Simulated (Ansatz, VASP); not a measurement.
**Two plane-wave programs on CdC2**

```xyz
3
Lattice="-2.0485 2.0485 2.6938 2.0485 -2.0485 2.6938 2.0485 2.0485 -2.6938" Properties=species:S:1:pos:R:3 pbc="T T T"
Cd    0.0000    0.0000    0.0000
C     0.0000    0.0000    3.3126
C     0.0000    0.0000    2.0750
```

Alike in both runs: functional LDA; k mesh 8 × 8 × 8; occupations gaussian, width 0.02 eV; no spin polarisation.

Ansatz relaxed the structure, and its values are those at the end. VASP's run is a single point on that final structure, the one shown.

```csv
,VASP,Ansatz
version,VASP 6.6.1,Ansatz 0.2.0
potentials or method,"VASP PAW LDA potentials, release 64 (Cd, C), cutoff 520 eV","scalar-relativistic, plane waves, PAW"
valence electrons in the cell,20,28
```

```csv
,VASP,Ansatz,Ansatz less VASP
gap on the k mesh at the Fermi level (eV),3.28,3.25,-0.022
least direct gap on the mesh (eV),3.85,3.84,-0.013
pressure (GPa),1.0,0.0,-0.96
rms of the force components (eV/Å),0.024,0.001,-0.0228
```

LDA's correlation is that of Perdew and Zunger in VASP and of Perdew and Wang (1992) in Ansatz. VASP's potentials hold 20 valence electrons a cell and Ansatz's 28, so a difference there can come from the potentials and not from the codes.
